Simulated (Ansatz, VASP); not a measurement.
## Two plane-wave programs on MgO

File INCAR:

```
ALGO = Normal
EDIFF = 1E-6
ENCUT = 520
GGA = PS
ISIF = 2
ISMEAR = 0
LASPH = True
LCHARG = False
LREAL = False
LWAVE = False
NBANDS = 11
NELM = 80
PREC = Accurate
SIGMA = 0.05
```

File KPOINTS:

```
k-points
0
Gamma
  10 10 10
```

File POSCAR:

```
MgO
1.0
    0.0000000000      2.1071057202      2.2335320634
    2.1071057202      0.0000000000      2.2335320634
    2.1071057202      2.1071057202      0.0000000000
Mg O
1 1
Direct
    0.0000000000      0.0000000000      0.0000000000
    0.5000000000      0.5000000000      0.5000000000
```

Input for Ansatz:

```yaml
crystal:
  lattice:
    - [0.0, 2.1071057202, 2.2335320634]
    - [2.1071057202, 0.0, 2.2335320634]
    - [2.1071057202, 2.1071057202, 0.0]
  atoms:
    - { symbol: Mg, position: [0.0, 0.0, 0.0] }
    - { symbol: O, position: [0.5, 0.5, 0.5] }
basis:
  ecutwfc: 420
kpoints:
  mp_grid: { grid: [10, 10, 10] }
hamiltonian:
  xc: pbesol
scf:
  occupations: { method: gaussian, width: 0.05 }
output:
  forces: true
  stress: true
  eigenvalues: true
```

Change from the starting cell: strain +0.0600 x Voigt [0, 0, 1, 0, 0, 0], atoms carried along.

Alike in both runs: task single point; functional PBEsol; k mesh 10 × 10 × 10; occupations gaussian, width 0.05 eV; no spin polarisation.

|  | VASP | Ansatz |
| --- | --- | --- |
| version | VASP 6.6.1 | Ansatz 0.2.0 |
| potentials or method | VASP PAW PBE potentials, release 64 (Mg, O), cutoff 520 eV | scalar-relativistic, plane waves, PAW |
| valence electrons in the cell | 8 | 16 |

|  | VASP | Ansatz | Ansatz less VASP |
| --- | --- | --- | --- |
| gap on the k mesh at the Fermi level (eV) | 3.99 | 3.99 | +0.005 |
| least direct gap on the mesh (eV) | 3.99 | 3.99 | +0.005 |
| pressure (GPa) | -7.8 | -7.2 | +0.57 |
| traceless stress, the component that is largest in VASP (GPa) | -4.93 | -4.93 | +0.002 |

VASP's potentials were made for PBE, not for PBEsol. With one functional, cell and mesh, what is left measures potentials, basis and numerics. VASP's potentials hold 8 valence electrons a cell and Ansatz's 16, so a difference there can come from the potentials and not from the codes.
